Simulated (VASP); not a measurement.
# NiO (Fm-3m) in VASP: further runs

The runs below take NiO through single point, with LDA+U.

Program: VASP 6.6.1. These are calculated values, not measurements. Logs are shortened: lines on timing, memory, paths and dates and some standing lists are left out, and cuts for length are marked.

## Step 1: The cell of the first run

The structure is cubic, space group Fm-3m (No. 225). Conventional cell: a = 4.183 Å, b = 4.183 Å, c = 4.183 Å, α = 90.00°, β = 90.00°, γ = 90.00°. Ni (site symmetry m-3m) has 6 O at 2.09 Å within 2.8 Å. O (site symmetry m-3m) has 6 Ni at 2.09 Å within 2.8 Å.

## Step 2: Single point, LDA+U, collinear spin, ferromagnetic start

INCAR

```
ALGO = Normal
EDIFF = 1E-7
ENCUT = 520
ISIF = 2
ISMEAR = 0
ISPIN = 2
LASPH = T
LCHARG = F
LDAU = T
LDAUJ = 0.9 0
LDAUL = 2 -1
LDAUPRINT = 1
LDAUTYPE = 1
LDAUU = 5 0
LMAXMIX = 4
LORBIT = 11
LREAL = F
LWAVE = F
MAGMOM = 2 2 0 0
NBANDS = 28
NELM = 150
PREC = Accurate
SIGMA = 0.05
```

KPOINTS

```
k-points
0
Gamma
  8 8 8
```

POSCAR

```
NiO
1.0
    0.0000000000      2.0913095100      2.0913095100
    2.0913095100      0.0000000000      2.0913095100
    4.1826190200      4.1826190200      0.0000000000
Ni O
2 2
Direct
    0.0000000000      0.0000000000      0.0000000000
    0.0000000000      0.0000000000      0.5000000000
    0.5000000000      0.5000000000      0.2500000000
    0.5000000000      0.5000000000      0.7500000000
```

Potentials or basis: VASP PAW LDA potentials, release 64 (Ni, O).

Run with:

```sh
cat potpaw_LDA.64/Ni/POTCAR potpaw_LDA.64/O/POTCAR > POTCAR
mpirun -np 1 vasp_std > vasp.out
```

OUTCAR:

```text
EDIFF = 1E-7
   ENCUT = 520
   ISIF = 2
   ISMEAR = 0
   ISPIN = 2
   LASPH = T
   LORBIT = 11
   LREAL = F
   NELM = 150
   PREC = Accurate

 ion  position               nearest neighbor table
   1  0.000  0.000  0.000-   4 2.09   3 2.09   4 2.09   3 2.09   4 2.09   3 2.09   2 2.96   2 2.96
                             2 2.96   2 2.96   2 2.96   2 2.96
   2  0.000  0.000  0.500-   3 2.09   3 2.09   4 2.09   3 2.09   4 2.09   4 2.09   1 2.96   1 2.96
                             1 2.96   1 2.96   1 2.96   1 2.96
   3  0.500  0.500  0.250-   1 2.09   1 2.09   2 2.09   1 2.09   2 2.09   2 2.09
   4  0.500  0.500  0.750-   2 2.09   1 2.09   2 2.09   1 2.09   2 2.09   1 2.09

  LATTYP: Found a trigonal (rhomboedric) cell.
 ALAT       =     5.1226411937
 COS(alpha) =     0.8333333333

  Lattice vectors:

 A1 = (   4.1826190200,   2.0913095100,  -2.0913095100)
 A2 = (   2.0913095100,   2.0913095100,  -4.1826190200)
 A3 = (   2.0913095100,   4.1826190200,  -2.0913095100)

Analysis of symmetry for initial positions (statically):
=====================================================================
 Subroutine PRICEL returns following result:

  LATTYP: Found a face centered cubic cell.
 ALAT       =     4.1826190200
[... 12 lines left out ...]
 Subroutine GETGRP returns: Found 12 space group operations
 (whereof 12 operations were pure point group operations)
 out of a pool of 12 trial point group operations.

The static configuration has the point symmetry D_3d.

Analysis of symmetry for dynamics (positions and initial velocities):
=====================================================================
 Subroutine PRICEL returns following result:

  LATTYP: Found a face centered cubic cell.
 ALAT       =     4.1826190200
[... 12 lines left out ...]
 Subroutine GETGRP returns: Found 12 space group operations
 (whereof 12 operations were pure point group operations)
 out of a pool of 12 trial point group operations.

The dynamic configuration has the point symmetry D_3d.

Analysis of structural, dynamic, and magnetic symmetry:
=====================================================================
 Subroutine PRICEL returns following result:

  LATTYP: Found a face centered cubic cell.
 ALAT       =     4.1826190200
[... 12 lines left out ...]
 Subroutine GETGRP returns: Found 12 space group operations
 (whereof 12 operations were pure point group operations)
 out of a pool of 12 trial point group operations.

The overall configuration has the point symmetry D_3d.

 Subroutine INISYM returns: Found 12 space group operations
 (whereof 12 operations are pure point group operations),
 and found     2 'primitive' translations

----------------------------------------------------------------------------------------

                                     Primitive cell

  volume of cell :      18.2930

  direct lattice vectors                    reciprocal lattice vectors
     0.000000000  2.091309510  2.091309510    -0.239084649  0.239084649  0.239084649
     2.091309510  0.000000000  2.091309510     0.239084649 -0.239084649  0.239084649
[... 140 lines left out ...]
spin component  2

  0.9755  0.0000 -0.0000  0.0000 -0.0000
  0.0000  0.9755 -0.0000 -0.0000  0.0000
 -0.0000 -0.0000  0.1748 -0.0000 -0.0000
  0.0000 -0.0000 -0.0000  0.9755 -0.0000
 -0.0000  0.0000 -0.0000 -0.0000  0.1748

 occupancies and eigenvectors

  o =  0.1748  v =  0.0000  0.0000  0.0000  0.0000  0.0000 -0.0000  0.0000 -0.1890 -0.0000 -0.9820      0.0000  0.0000  0.0000  0.0000  0.0000  0.0000  0.0000  0.0000  0.0000  0.0000
  o =  0.1748  v =  0.0000  0.0000  0.0000  0.0000  0.0000 -0.0000 -0.0000 -0.9820 -0.0000  0.1890      0.0000  0.0000  0.0000  0.0000  0.0000  0.0000  0.0000  0.0000  0.0000  0.0000
  o =  0.9750  v =  0.8152  0.4471  0.0000  0.3681 -0.0000  0.0000  0.0000  0.0000  0.0000  0.0000      0.0000  0.0000  0.0000  0.0000  0.0000  0.0000  0.0000  0.0000  0.0000  0.0000
  o =  0.9750  v = -0.0456  0.6832 -0.0000 -0.7288 -0.0000  0.0000  0.0000  0.0000  0.0000  0.0000      0.0000  0.0000  0.0000  0.0000  0.0000  0.0000  0.0000  0.0000  0.0000  0.0000
  o =  0.9750  v =  0.5774 -0.5774 -0.0000 -0.5774 -0.0000  0.0000  0.0000  0.0000  0.0000  0.0000      0.0000  0.0000  0.0000  0.0000  0.0000  0.0000  0.0000  0.0000  0.0000  0.0000
  o =  0.9755  v =  0.0000  0.0000  0.0000  0.0000  0.0000  0.5774 -0.5774  0.0000 -0.5774 -0.0000      0.0000  0.0000  0.0000  0.0000  0.0000  0.0000  0.0000  0.0000  0.0000  0.0000
  o =  0.9755  v =  0.0000  0.0000  0.0000  0.0000  0.0000 -0.0375 -0.7251  0.0000  0.6876 -0.0000      0.0000  0.0000  0.0000  0.0000  0.0000  0.0000  0.0000  0.0000  0.0000  0.0000
  o =  0.9755  v =  0.0000  0.0000  0.0000  0.0000  0.0000  0.8156  0.3754 -0.0000  0.4403 -0.0000      0.0000  0.0000  0.0000  0.0000  0.0000  0.0000  0.0000  0.0000  0.0000  0.0000
  o =  1.0302  v =  0.0000  0.0000 -1.0000  0.0000 -0.0000  0.0000  0.0000  0.0000  0.0000  0.0000      0.0000  0.0000  0.0000  0.0000  0.0000  0.0000  0.0000  0.0000  0.0000  0.0000
  o =  1.0302  v =  0.0000  0.0000 -0.0000 -0.0000  1.0000  0.0000  0.0000  0.0000  0.0000  0.0000      0.0000  0.0000  0.0000  0.0000  0.0000  0.0000  0.0000  0.0000  0.0000  0.0000

atom =   2  type =  1  l = 2

 onsite density matrix

spin component  1

  0.9750 -0.0000 -0.0000 -0.0000 -0.0000
 -0.0000  0.9750 -0.0000  0.0000  0.0000
 -0.0000 -0.0000  1.0302 -0.0000 -0.0000
 -0.0000  0.0000 -0.0000  0.9750 -0.0000
 -0.0000  0.0000 -0.0000 -0.0000  1.0302

spin component  2

  0.9755  0.0000 -0.0000  0.0000 -0.0000
  0.0000  0.9755 -0.0000 -0.0000  0.0000
 -0.0000 -0.0000  0.1748 -0.0000 -0.0000
  0.0000 -0.0000 -0.0000  0.9755 -0.0000
 -0.0000  0.0000 -0.0000 -0.0000  0.1748

 occupancies and eigenvectors

  o =  0.1748  v =  0.0000  0.0000  0.0000  0.0000  0.0000 -0.0000 -0.0000 -0.9983 -0.0000 -0.0584      0.0000  0.0000  0.0000  0.0000  0.0000  0.0000  0.0000  0.0000  0.0000  0.0000
  o =  0.1748  v =  0.0000  0.0000  0.0000  0.0000  0.0000  0.0000  0.0000  0.0584 -0.0000 -0.9983      0.0000  0.0000  0.0000  0.0000  0.0000  0.0000  0.0000  0.0000  0.0000  0.0000
  o =  0.9750  v =  0.1089  0.7553  0.0000 -0.6463 -0.0000  0.0000  0.0000  0.0000  0.0000  0.0000      0.0000  0.0000  0.0000  0.0000  0.0000  0.0000  0.0000  0.0000  0.0000  0.0000
  o =  0.9750  v =  0.8092  0.3103  0.0000  0.4989  0.0000  0.0000  0.0000  0.0000  0.0000  0.0000      0.0000  0.0000  0.0000  0.0000  0.0000  0.0000  0.0000  0.0000  0.0000  0.0000
  o =  0.9750  v =  0.5774 -0.5774  0.0000 -0.5774 -0.0000  0.0000  0.0000  0.0000  0.0000  0.0000      0.0000  0.0000  0.0000  0.0000  0.0000  0.0000  0.0000  0.0000  0.0000  0.0000
  o =  0.9755  v =  0.0000  0.0000  0.0000  0.0000  0.0000  0.5774 -0.5774  0.0000 -0.5774  0.0000      0.0000  0.0000  0.0000  0.0000  0.0000  0.0000  0.0000  0.0000  0.0000  0.0000
  o =  0.9755  v =  0.0000  0.0000  0.0000  0.0000  0.0000 -0.0254  0.6941  0.0000 -0.7194  0.0000      0.0000  0.0000  0.0000  0.0000  0.0000  0.0000  0.0000  0.0000  0.0000  0.0000
  o =  0.9755  v =  0.0000  0.0000  0.0000  0.0000  0.0000 -0.8161 -0.4300  0.0000 -0.3861 -0.0000      0.0000  0.0000  0.0000  0.0000  0.0000  0.0000  0.0000  0.0000  0.0000  0.0000
  o =  1.0302  v =  0.0000  0.0000 -0.0000 -0.0000  1.0000  0.0000  0.0000  0.0000  0.0000  0.0000      0.0000  0.0000  0.0000  0.0000  0.0000  0.0000  0.0000  0.0000  0.0000  0.0000
  o =  1.0302  v =  0.0000  0.0000 -1.0000  0.0000 -0.0000  0.0000  0.0000  0.0000  0.0000  0.0000      0.0000  0.0000  0.0000  0.0000  0.0000  0.0000  0.0000  0.0000  0.0000  0.0000

 number of electron      32.0000011 magnetization       3.9999622

 Free energy of the ion-electron system (eV)
  ---------------------------------------------------
  ext. energy  EPLUGINS =         0.00000000
  ---------------------------------------------------
  free energy    TOTEN  =       -24.59682397 eV

  energy without entropy =      -24.59682397  energy(sigma->0) =      -24.59682397

 E-fermi :   6.9756     XC(G=0): -13.1319

 val. band max:        6.7216923660   @ k =   0.0000   0.0000   0.0000
 cond. band min:       7.9214144401   @ k =   0.0000   0.0000   0.0000
 fundamental gap:      1.1997220741
 Fermi energy:         6.9755750077

 spin component 1

 k-point     1 :       0.0000    0.0000    0.0000
  band No.  band energies     occupation
      1     -12.2782      1.00000
      2     -10.7853      1.00000
      3      -0.9686      1.00000
      4      -0.1013      1.00000
      5      -0.1013      1.00000
      6       1.4161      1.00000
[... 1481 lines left out ...]
     27      24.3318      0.00000
     28      28.4794      0.00000

 [... further k-points ...]

------------------------ aborting loop because EDIFF is reached ----------------------------------------

  FORCE on cell =-STRESS in cart. coord.  units (eV):
  Direction    XX          YY          ZZ          XY          YZ          ZX
  --------------------------------------------------------------------------------------
  -------------------------------------------------------------------------------------
  Total       -3.2910796     -3.2910796     -3.2910796     -0.0000866      0.0000866      0.0000866
  in kB     -144.1232457   -144.1232457   -144.1232457     -0.0037904      0.0037904      0.0037904
  external PRESSURE =    -144.1232457 kB  Pullay stress =       0.0000000 kB

 VOLUME and BASIS-vectors are now :
 -----------------------------------------------------------------------------
  energy-cutoff  :      520.00
  volume of cell :       36.59
      direct lattice vectors                 reciprocal lattice vectors
     0.000000000  2.091309510  2.091309510    -0.239084649  0.239084649  0.239084649
     2.091309510  0.000000000  2.091309510     0.239084649 -0.239084649  0.239084649
     4.182619020  4.182619020  0.000000000     0.119542324  0.119542324 -0.119542324

 POSITION                                       TOTAL-FORCE (eV/Angst)
 -----------------------------------------------------------------------------------
      0.00000      0.00000      0.00000        -0.000000     -0.000000     -0.000000
      2.09131      2.09131      0.00000        -0.000000      0.000000     -0.000000
      2.09131      2.09131      2.09131         0.000000      0.000000     -0.000000
      4.18262      4.18262      2.09131        -0.000000     -0.000000      0.000000
 -----------------------------------------------------------------------------------
    total drift:                                0.000000     -0.000000     -0.000000

  FREE ENERGIE OF THE ION-ELECTRON SYSTEM (eV)
  ---------------------------------------------------
  free  energy   TOTEN  =       -24.5968239729 eV

  energy  without entropy=      -24.5968239729  energy(sigma->0) =      -24.59682397

 total charge

# of ion       s       p       d       tot
------------------------------------------
    1        0.347   0.425   8.234   9.007
    2        0.347   0.425   8.234   9.007
    3        1.535   3.441   0.000   4.976
    4        1.535   3.441   0.000   4.976
--------------------------------------------------
tot          3.765   7.733  16.469  27.967

 magnetization (x)

# of ion       s       p       d       tot
------------------------------------------
    1        0.010   0.014   1.708   1.732
    2        0.010   0.014   1.708   1.732
    3        0.022   0.214   0.000   0.237
    4        0.022   0.214   0.000   0.237
--------------------------------------------------
tot          0.065   0.457   3.415   3.937
```

Run time: 2.4 min. Hardware: 1 thread of Intel Xeon 8259CL, shared host; peak memory 0.23 GiB.

What came out:

```yaml
Free_energy: -24.5968 eV
Pressure: -14.4 GPa
Band_gap_on_the_k_mesh: 1.20 eV
Net_moment: 4.00 μB per cell
Site_moments: Ni +1.73; O +0.24 μB
Valence_electrons_inside_the_program's_atomic_spheres: Ni 9.01; O 4.98
```

Eigenvalues of the final occupation matrices:
```tsv
site	spin	trace	eigenvalues
site 1 d	1	4.99	0.97 0.97 0.97 1.03 1.03
site 1 d	2	3.28	0.17 0.17 0.98 0.98 0.98
site 2 d	1	4.99	0.97 0.97 0.97 1.03 1.03
site 2 d	2	3.28	0.17 0.17 0.98 0.98 0.98
```

Caveat: the cell stands under tension. The state reached can hang on the start; a lower one may exist.

## Step 3: Single point, LDA+U, collinear spin, ferromagnetic start

INCAR

```
  ALGO = Normal
  EDIFF = 1E-6
  ENCUT = 520
  GGA = CA
  ISIF = 2
  ISMEAR = 0
  ISPIN = 2
  LASPH = True
  LCHARG = True
  LDAU = True
  LDAUJ = 0.9 0
  LDAUL = 2 -1
  LDAUPRINT = 1
  LDAUTYPE = 1
  LDAUU = 5 0
  LELF = True
  LMAXMIX = 4
  LORBIT = 11
  LREAL = False
  LVHAR = True
  LWAVE = False
  MAGMOM = 1.83 1.83 0.29 0.29
  NBANDS = 28
  NELM = 150
  PREC = Accurate
  SIGMA = 0.05
```

KPOINTS is that of step 2.

POSCAR is that of step 2.

Potentials or basis: VASP PAW LDA potentials, release 64 (Ni, O).

Run with:

```sh
cat potpaw_LDA.64/Ni/POTCAR potpaw_LDA.64/O/POTCAR > POTCAR
mpirun -np 1 vasp_std > vasp.out
```

Run time: 3.1 min. Hardware: 1 thread of Intel Xeon 8259CL, shared host; peak memory 0.22 GiB.

The run converged. Its results:

- Free energy: -24.5968 eV
- Pressure: -14.5 GPa
- Band gap on the k mesh: 1.20 eV
- Net moment: 4.00 μB per cell
- Site moments: Ni +1.73; O +0.24 μB
- Valence electrons inside the program's atomic spheres: Ni 9.01; O 4.98

Levels at points of the mesh, in eV from the valence-band top:
Spin up:
```
           k point  band 14  band 15  band 16  band 17  band 18  band 19  band 20  band 21  band 22  band 23
(0.00, 0.00, 0.00)    -1.86    -1.86    -1.86     0.00     0.00     2.38     6.29    10.66    14.48    14.48
(0.50, 0.00, 0.00)    -3.02    -3.02    -2.37     0.00     0.00     6.29     6.62    10.66    11.36    11.85
(0.00, 0.00, 0.50)    -2.68    -0.79    -0.79    -0.79    -0.79     5.10     5.10    12.47    12.47    16.46
(0.50, 0.00, 0.50)    -2.57    -1.79    -1.79    -1.31    -1.31     8.10     8.10    10.28    10.28    12.01
```
Spin down:
```
           k point  band 10  band 11  band 12  band 13  band 14  band 15  band 16  band 17  band 18  band 19
(0.00, 0.00, 0.00)    -1.98    -1.71    -1.41    -1.41    -1.41     1.20     1.20     2.75     3.78     3.78
(0.50, 0.00, 0.00)    -2.33    -2.33    -1.98    -1.98    -1.71     1.63     2.15     3.78     3.78     6.53
(0.00, 0.00, 0.50)    -2.08    -2.02    -2.02    -2.02    -2.02     2.65     2.65     2.65     2.65     5.48
(0.50, 0.00, 0.50)    -2.48    -2.04    -2.04    -1.90    -1.90     2.65     2.65     2.67     2.67     8.59
```

Eigenvalues of the final occupation matrices:
```
    site  spin  trace               eigenvalues
site 1 d     1   4.99  0.97 0.97 0.97 1.03 1.03
site 1 d     2   3.28  0.17 0.17 0.98 0.98 0.98
site 2 d     1   4.99  0.97 0.97 0.97 1.03 1.03
site 2 d     2   3.28  0.17 0.17 0.98 0.98 0.98
```

Caveat: the cell stands under tension.

## Step 4: Single point, LDA+U, collinear spin, ferromagnetic start

INCAR

```
ALGO = Normal
EDIFF = 1E-6
ENCUT = 520
GGA = CA
ISIF = 2
ISMEAR = 0
ISPIN = 2
LASPH = True
LCHARG = False
LDAU = True
LDAUJ = 0.9 0
LDAUL = 2 -1
LDAUPRINT = 1
LDAUTYPE = 1
LDAUU = 5 0
LMAXMIX = 4
LORBIT = 11
LREAL = False
LWAVE = False
MAGMOM = 2 2 0 0
NBANDS = 28
NELM = 150
PREC = Accurate
SIGMA = 0.05
```

KPOINTS is that of step 3.

POSCAR is that of step 3.

Run with:

```sh
cat potpaw_LDA.64/Ni/POTCAR potpaw_LDA.64/O/POTCAR > POTCAR
mpirun -np 1 vasp_std > vasp.out
```

Run time: 2.8 min. Hardware: 1 thread of Intel Xeon 8259CL, shared host; peak memory 0.23 GiB.

It converged, with:

```yaml
Free_energy: -24.5968 eV
Pressure: -14.5 GPa
Band_gap_on_the_k_mesh: 1.20 eV
Net_moment: 4.00 μB per cell
Site_moments: Ni +1.73; O +0.24 μB
Valence_electrons_inside_the_program's_atomic_spheres: Ni 9.01; O 4.98
```

Levels at points of the mesh, in eV from the valence-band top:
Spin up:
| k point | band 15 | band 16 | band 17 | band 18 | band 19 | band 20 | band 21 | band 22 |
| --- | --- | --- | --- | --- | --- | --- | --- | --- |
| (0.00, 0.00, 0.00) | -1.86 | -1.86 | 0.00 | 0.00 | 2.38 | 6.29 | 10.66 | 14.48 |
| (0.50, 0.00, 0.00) | -3.02 | -2.37 | 0.00 | 0.00 | 6.29 | 6.62 | 10.66 | 11.36 |
| (0.00, 0.00, 0.50) | -0.79 | -0.79 | -0.79 | -0.79 | 5.10 | 5.10 | 12.47 | 12.47 |
| (0.50, 0.00, 0.50) | -1.79 | -1.79 | -1.31 | -1.31 | 8.10 | 8.10 | 10.28 | 10.28 |
Spin down:
| k point | band 11 | band 12 | band 13 | band 14 | band 15 | band 16 | band 17 | band 18 |
| --- | --- | --- | --- | --- | --- | --- | --- | --- |
| (0.00, 0.00, 0.00) | -1.71 | -1.41 | -1.41 | -1.41 | 1.20 | 1.20 | 2.75 | 3.78 |
| (0.50, 0.00, 0.00) | -2.33 | -1.98 | -1.98 | -1.71 | 1.63 | 2.15 | 3.78 | 3.78 |
| (0.00, 0.00, 0.50) | -2.02 | -2.02 | -2.02 | -2.02 | 2.65 | 2.65 | 2.65 | 2.65 |
| (0.50, 0.00, 0.50) | -2.04 | -2.04 | -1.90 | -1.90 | 2.65 | 2.65 | 2.67 | 2.67 |

Eigenvalues of the final occupation matrices:
| site | spin | trace | eigenvalues |
| --- | --- | --- | --- |
| site 1 d | 1 | 4.99 | 0.97 0.97 0.97 1.03 1.03 |
| site 1 d | 2 | 3.28 | 0.17 0.17 0.98 0.98 0.98 |
| site 2 d | 1 | 4.99 | 0.97 0.97 0.97 1.03 1.03 |
| site 2 d | 2 | 3.28 | 0.17 0.17 0.98 0.98 0.98 |

Caveat: the cell stands under tension. The state reached can hang on the start; a lower one may exist.

(Part 1 of 2 ends here.)
